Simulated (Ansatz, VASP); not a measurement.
## One calculation of BaZrO3, two programs

File POSCAR:

```
BaZrO3
1.0
    4.1913400000      0.0000000000      0.0000000000
    0.0000000000      4.1913400000      0.0000000000
    0.0000000000      0.0000000000      4.1913400000
Ba Zr O
1 1 3
Direct
    0.0000000000      0.0000000000      0.0000000000
    0.5000000000      0.5000000000      0.5000000000
    0.0000000000      0.5000000000      0.5000000000
    0.5000000000      0.0000000000      0.5000000000
    0.5000000000      0.5000000000      0.0000000000
```

INCAR.step1

```
SYSTEM = BaZrO3
ALGO = Normal
EDIFF = 1E-4
ENCUT = 600
GGA = PE
ISMEAR = 0
LASPH = .TRUE.
LCHARG = .FALSE.
LREAL = .FALSE.
LWAVE = .TRUE.
NELM = 100
PREC = Accurate
SIGMA = 0.01
```

File INCAR.step2:

```
SYSTEM = BaZrO3
ALGO = Normal
EDIFF = 1E-7
EDIFFG = -0.01
ENCUT = 600
IBRION = 2
ISIF = 3
ISMEAR = 0
ISTART = 1
IVDW = 13
LASPH = .TRUE.
LCHARG = .FALSE.
LMIXTAU = .TRUE.
LREAL = .FALSE.
LWAVE = .FALSE.
METAGGA = R2SCAN
NELM = 100
NSW = 80
PREC = Accurate
SIGMA = 0.01
VDW_A1 = 0.51559235
VDW_A2 = 5.77342911
VDW_S6 = 1.0
VDW_S8 = 0.6018749
```

Contents of KPOINTS:

```
k-points
0
G
  6 6 6
  0 0 0
```

Input for Ansatz:

```yaml
crystal:
  lattice:
    - [4.19134, 0.0, 0.0]
    - [0.0, 4.19134, 0.0]
    - [0.0, 0.0, 4.19134]
  atoms:
    - { symbol: Ba, position: [0.0, 0.0, 0.0] }
    - { symbol: Zr, position: [0.5, 0.5, 0.5] }
    - { symbol: O, position: [0.0, 0.5, 0.5] }
    - { symbol: O, position: [0.5, 0.0, 0.5] }
    - { symbol: O, position: [0.5, 0.5, 0.0] }
basis:
  ecutwfc: 550.0
kpoints:
  mp_grid:
    grid: [6, 6, 6]
hamiltonian:
  xc: r2scan
  dispersion: d4
scf:
  occupations:
    method: gaussian
    width: 0.01
relax:
  cell: {}
```

Alike in both runs: task relaxation of cell and atoms; functional r2SCAN; dispersion D4; k mesh 6 × 6 × 6; occupations gaussian, width 0.01 eV; no spin polarisation.

```csv
,VASP,Ansatz
version,VASP 6.6.1,Ansatz 0.2.0
potentials or method,"VASP PAW PBE potentials, release 64 (Ba_sv, Zr_sv, O), cutoff 600 eV","plane waves, PAW"
valence electrons in the cell,40,40
```

```csv
,VASP,Ansatz,Ansatz less VASP
relaxed volume (Å³/atom),14.88,14.80,-0.080
relaxed cell length with the largest relative difference (Å),4.206,4.198,-0.0076
```

VASP's potentials were made for PBE, not for r2SCAN.

Neither program's run includes spin-orbit coupling.
